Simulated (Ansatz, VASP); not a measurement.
**MoS2: VASP beside Ansatz**

INCAR

```
SYSTEM = MoS2
PREC = Accurate ; ENCUT = 520
EDIFF = 1E-7 ; ISMEAR = 1
SIGMA = 0.2 ; LREAL = .FALSE.
LASPH = .TRUE. ; NELM = 60
ALGO = Normal ; ISIF = 2
LWAVE = .FALSE. ; LCHARG = .FALSE.
GGA = PS ; NBANDS = 35
```

KPOINTS

```
regular mesh
0
G
  12 12 4
  0 0 0
```

File POSCAR:

```
MoS2
1.0
    3.3646016979      0.0000000000      0.0000000000
   -1.6823008490      2.9138305440      0.0000000000
    0.0000000000      0.0000000000     11.2222925032
Mo S
2 4
Direct
    0.3333333333      0.6666666667      0.2500000000
    0.6666666667      0.3333333333      0.7500000000
    0.3333333333      0.6666666667      0.6259932117
    0.6666666667      0.3333333333      0.1259932117
    0.3333333333      0.6666666667      0.8740067883
    0.6666666667      0.3333333333      0.3740067883
```

Input for Ansatz:

```yaml
crystal:
  lattice:
    - [3.3646016979, 0.0, 0.0]
    - [-1.682300849, 2.913830544, 0.0]
    - [0.0, 0.0, 11.2222925032]
  atoms:
    - { symbol: Mo, position: [0.3333333333, 0.6666666667, 0.25] }
    - { symbol: Mo, position: [0.6666666667, 0.3333333333, 0.75] }
    - { symbol: S, position: [0.3333333333, 0.6666666667, 0.6259932117] }
    - { symbol: S, position: [0.6666666667, 0.3333333333, 0.1259932117] }
    - { symbol: S, position: [0.3333333333, 0.6666666667, 0.8740067883] }
    - { symbol: S, position: [0.6666666667, 0.3333333333, 0.3740067883] }
basis:
  ecutwfc: 420
kpoints:
  mp_grid: { grid: [12, 12, 4] }
hamiltonian:
  xc: pbesol
scf:
  occupations: { method: cold, width: 0.2 }
output:
  forces: true
  stress: true
  eigenvalues: true
```

Alike in both runs: task single point; functional PBEsol; k mesh 12 × 12 × 4; no spin polarisation.

|  | VASP | Ansatz |
| --- | --- | --- |
| version | VASP 6.6.1 | Ansatz 0.2.0 |
| potentials or method | VASP PAW PBE potentials, release 64 (Mo_sv, S), cutoff 520 eV | scalar-relativistic, plane waves, PAW |
| occupations | methfessel-paxton of order 1, width 0.2 eV | cold, width 0.2 eV |
| valence electrons in the cell | 52 | 52 |

Ansatz gave:

```
gap on the k mesh at the Fermi level (eV)                     : none
pressure (GPa)                                                : -1.5
traceless stress, the component that is largest in VASP (GPa) : 17.56
rms of the force components (eV/Å)                            : 0.788
```

**Question.** What did VASP give for the same quantities?

**Answer.** gap on the k mesh at the Fermi level (eV): none; pressure (GPa): -1.5; traceless stress, the component that is largest in VASP (GPa): 17.53; rms of the force components (eV/Å): 0.783.

VASP's potentials were made for PBE, not for PBEsol. Atom by atom the forces differ by 0.005 eV/Å (rms over components). A gap of «none» marks a metal or a gap that the smearing closes.
